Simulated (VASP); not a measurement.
# HfN (Cm) in VASP: further runs, part 2 of 2

VASP 6.6.1.

## Step 3: Single point, LDA (atoms displaced along several vibrational modes)

Contents of INCAR:

```
PREC = Accurate
ENCUT = 520
EDIFF = 1E-7
ISMEAR = 0
SIGMA = 0.15
LREAL = False
LASPH = True
NELM = 100
ALGO = Normal
ISIF = 2
LWAVE = False
LCHARG = False
GGA = CA
NBANDS = 14
```

Contents of KPOINTS:

```
regular mesh
0
Gamma
  18 18 18
```

Contents of POSCAR:

```
HfN
1.0
    0.0000000000      2.2339756793      2.2339756793
    2.2339756793      0.0000000000      2.2339756793
    2.2339756793      2.2339756793      0.0000000000
Hf N
1 1
Direct
   -0.0005269251      0.0026346257      0.0005269251
    0.5067144867      0.4664275665      0.4932855133
```

Potentials or basis: VASP PAW LDA potentials, release 64 (Hf_pv, N).

On the command line:

```sh
$ cat potpaw_LDA.64/Hf_pv/POTCAR potpaw_LDA.64/N/POTCAR > POTCAR
$ mpirun -np 1 vasp_std > vasp.out
```

OUTCAR:

```text
PREC = Accurate
   ENCUT = 520
   EDIFF = 1E-7
   ISMEAR = 0
   LREAL = False
   LASPH = True
   NELM = 100
   ISIF = 2
   GGA = CA

 ion  position               nearest neighbor table
   1  0.999  0.003  0.001-   2 2.14   2 2.17   2 2.24   2 2.24   2 2.30   2 2.33
   2  0.507  0.466  0.493-   1 2.14   1 2.17   1 2.24   1 2.24   1 2.30   1 2.33

  LATTYP: Found a face centered cubic cell.
 ALAT       =     4.4679513586

  Lattice vectors:

 A1 = (   0.0000000000,   2.2339756793,   2.2339756793)
 A2 = (   2.2339756793,   0.0000000000,   2.2339756793)
 A3 = (   2.2339756793,   2.2339756793,   0.0000000000)

Analysis of symmetry for initial positions (statically):
=====================================================================
 Subroutine PRICEL returns:
 Original cell was already a primitive cell.

 Routine SETGRP: Setting up the symmetry group for a
 face centered cubic supercell.

 Subroutine GETGRP returns: Found  2 space group operations
 (whereof  2 operations were pure point group operations)
 out of a pool of 48 trial point group operations.

The static configuration has the point symmetry C_1h.

Analysis of symmetry for dynamics (positions and initial velocities):
=====================================================================
 Subroutine PRICEL returns:
 Original cell was already a primitive cell.

 Routine SETGRP: Setting up the symmetry group for a
 face centered cubic supercell.

 Subroutine GETGRP returns: Found  2 space group operations
 (whereof  2 operations were pure point group operations)
 out of a pool of 48 trial point group operations.

The dynamic configuration has the point symmetry C_1h.

 Subroutine INISYM returns: Found  2 space group operations
 (whereof  2 operations are pure point group operations),
 and found     1 'primitive' translations

----------------------------------------------------------------------------------------

                                     Primitive cell

  volume of cell :      22.2980

  direct lattice vectors                    reciprocal lattice vectors
[... 118 lines left out ...]
 non-spin polarized calculation
 Gauss-broadening in eV      SIGMA  =   0.15
  energy-cutoff  :      520.00
  volume of cell :       22.30
 maximum number of plane-waves:       620
   NGX = 11   NGY = 11   NGZ = 11

 number of electron      14.9999999 magnetization

 Free energy of the ion-electron system (eV)
  ---------------------------------------------------
  ext. energy  EPLUGINS =         0.00000000
  ---------------------------------------------------
  free energy    TOTEN  =       -23.78537033 eV

  energy without entropy =      -23.77840533  energy(sigma->0) =      -23.78188783

 E-fermi :   8.4835     XC(G=0): -13.1476

 val. band max:        8.4807619977   @ k =   0.2778   0.4444   0.1667
 cond. band min:       8.4835247343   @ k =   0.4444   0.2222   0.3333
 fundamental gap:      0.0027627366
 Fermi energy:         8.4834681897

 k-point     1 :       0.0000    0.0000    0.0000
  band No.  band energies     occupation
      1     -22.3048      2.00000
      2     -22.2917      2.00000
      3     -22.2858      2.00000
      4      -8.9275      2.00000
      5       5.2495      2.00000
      6       5.2808      2.00000
      7       5.3379      2.00000
      8       8.0928      1.99977
      9       8.3529      1.78170
     10       8.3722      1.70602
     11      10.5708      0.00000
     12      10.7424      0.00000
     13      10.7899      0.00000
     14      18.1942      0.00000
[... 377 lines left out ...]
      1     -22.4174      2.00000
      2     -22.3138      2.00000
      3     -22.3058      2.00000
      4      -8.6485      2.00000
      5       4.1046      2.00000
      6       4.8442      2.00000
      7       4.9739      2.00000
      8       7.9299      2.00000
      9       8.8524      0.00050
     10       8.9015      0.00008
     11      10.9506      0.00000
     12      11.1230      0.00000
     13      12.3395      0.00000
     14      19.0916      0.00000

 [... further k-points ...]

------------------------ aborting loop because EDIFF is reached ----------------------------------------

  FORCE on cell =-STRESS in cart. coord.  units (eV):
  Direction    XX          YY          ZZ          XY          YZ          ZX
  --------------------------------------------------------------------------------------
  -------------------------------------------------------------------------------------
  Total        0.4058225     -0.1523545      0.0937983      0.0000000      0.0000000     -0.0678321
  in kB       29.1595892    -10.9471369      6.7396954      0.0000000      0.0000000     -4.8739460
  external PRESSURE =       8.3173826 kB  Pullay stress =       0.0000000 kB

 VOLUME and BASIS-vectors are now :
 -----------------------------------------------------------------------------
  energy-cutoff  :      520.00
  volume of cell :       22.30
      direct lattice vectors                 reciprocal lattice vectors
     0.000000000  2.233975679  2.233975679    -0.223816224  0.223816224  0.223816224
     2.233975679  0.000000000  2.233975679     0.223816224 -0.223816224  0.223816224
     2.233975679  2.233975679  0.000000000     0.223816224  0.223816224 -0.223816224

 POSITION                                       TOTAL-FORCE (eV/Angst)
 -----------------------------------------------------------------------------------
      0.00706      2.23398      2.23868        -1.238025      0.000000     -0.814065
      2.14398      2.23398      2.17398         1.238025      0.000000      0.814065
 -----------------------------------------------------------------------------------
    total drift:                                0.000075     -0.000000      0.000072

  FREE ENERGIE OF THE ION-ELECTRON SYSTEM (eV)
  ---------------------------------------------------
  free  energy   TOTEN  =       -23.7853703283 eV

  energy  without entropy=      -23.7784053306  energy(sigma->0) =      -23.78188783
```

stdout:

```text
POSCAR found type information on POSCAR HfN
 POSCAR found :  2 types and       2 ions
 scaLAPACK will be used
 LDA part: xc-table for (Slater(with rela. corr.)+CA(PZ))
 , standard interpolation
 POSCAR, INCAR and KPOINTS ok, starting setup
 FFT: planning ... GRIDC
 FFT: planning ... GRID_SOFT
 FFT: planning ... GRID
 WAVECAR not read
 entering main loop
```

Wall time 1.8 min (1 thread of Intel Xeon 6975P-C (Granite Rapids), shared host); peak memory 0.57 GiB.

Results:

- Free energy: -23.7854 eV
- Pressure: 0.8 GPa
- Largest force: 1.482 eV/Å
- Band gap on the k mesh: zero (an odd number of electrons rules out a gap without spin polarisation)

Forces in eV/Å, atoms in the order of the input:
```
Hf  -1.238  0.000 -0.814
N    1.238  0.000  0.814
```

Levels at points of the mesh, in eV from the Fermi level:
| k point | band 6 | band 7 | band 8 | band 9 | band 10 | band 11 |
| --- | --- | --- | --- | --- | --- | --- |
| (0.00, 0.00, 0.00) | -3.20 | -3.15 | -0.39 | -0.13 | -0.11 | 2.09 |
| (0.50, 0.00, 0.00) | -6.29 | -6.23 | 3.40 | 3.69 | 3.85 | 4.73 |
| (0.00, 0.50, 0.00) | -6.33 | -6.30 | 3.36 | 3.82 | 3.90 | 4.84 |
| (0.50, 0.50, 0.00) | -4.54 | -3.63 | -2.99 | 4.31 | 5.77 | 5.78 |
| (0.00, 0.50, 0.50) | -4.31 | -3.62 | -3.24 | 4.29 | 5.76 | 5.77 |
| (0.50, 0.00, 0.50) | -4.68 | -3.66 | -2.82 | 4.33 | 5.77 | 5.78 |

Caveat: the cell differs from its parent crystal (atoms displaced along several vibrational modes); spin-orbit coupling is left out, which moves the levels of the heavy elements; an odd number of electrons without spin polarisation forces a metal; a magnetic or distorted state may lie lower.
